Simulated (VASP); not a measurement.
Here is a VASP 6.6.1 calculation.

The input INCAR:

```
SYSTEM = Ni2Ir
PREC = Accurate
ENCUT = 520
EDIFF = 1E-6
ISMEAR = 0
SIGMA = 0.1
LREAL = .FALSE.
LASPH = .TRUE.
NELM = 80
ALGO = Fast
ISIF = 2
LWAVE = .FALSE.
LCHARG = .TRUE.
GGA = PE
LELF = .TRUE.
LVHAR = .TRUE.
NBANDS = 22
```

Contents of KPOINTS:

```
regular mesh
0
G
  14 14 14
  0 0 0
```

File POSCAR:

```
Ni2Ir
1.0
    0.0000000000      2.8166674374      2.8166674374
    2.8166674374      0.0000000000      2.8166674374
    2.8166674374      2.8166674374      0.0000000000
Ni Ir
2 1
Direct
    0.2500000000      0.2500000000      0.2500000000
    0.7500000000      0.7500000000      0.7500000000
    0.0000000000      0.0000000000      0.0000000000
```

Potentials or basis: VASP PAW PBE potentials, release 64 (Ni, Ir).

Command:

```sh
$ cat potpaw_PBE.64/Ni/POTCAR potpaw_PBE.64/Ir/POTCAR > POTCAR
$ mpirun -np 1 vasp_std > vasp.out
```

**Question.** What does it give for the pressure?

**Answer.** 0.0 GPa.

Caveat: spin-orbit coupling is left out, which moves the levels of the heavy elements. Spin polarisation is off, so any magnetic state and its effect on volume and gap are missing.
